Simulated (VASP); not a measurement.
Ca3Lu:

```
Lu Ca
1.0
     5.36177    0.00000    0.00000
     0.00000    5.36177    0.00000
     0.00000    0.00000    5.36177
Lu Ca
1 3
Cartesian
  2.6809 2.6809 2.6809
  0.0000 0.0000 2.6809
  0.0000 2.6809 0.0000
  2.6809 0.0000 0.0000
```

Base run:

| Property | Result |
| --- | --- |
| Program | VASP 6.6.1 |
| Functional | PBE |
| Dispersion | D3(BJ) |
| Potentials or basis | VASP PAW PBE potentials, release 64 (Lu, Ca_sv) |
| Cutoff | 520 eV |
| k mesh | 5 × 5 × 5 |
| Occupations | fermi-dirac, width 0.05 eV |
| Spin | no spin polarisation |

Its results: band gap on the k mesh zero (an odd number of electrons rules out a gap without spin polarisation); pressure -1.0 GPa.

Q: The run is repeated on the same cell with these changes: dispersion from D3(BJ) to none. What comes out?

A: Band gap on the k mesh zero (an odd number of electrons rules out a gap without spin polarisation); pressure 0.0 GPa.

Dispersion adds attraction, which lowers the pressure at fixed volume and, as a term added to the energy, leaves the levels alone.

Caveats: spin-orbit coupling is left out, which moves the levels of the heavy elements; three body term missing (at least some runs).
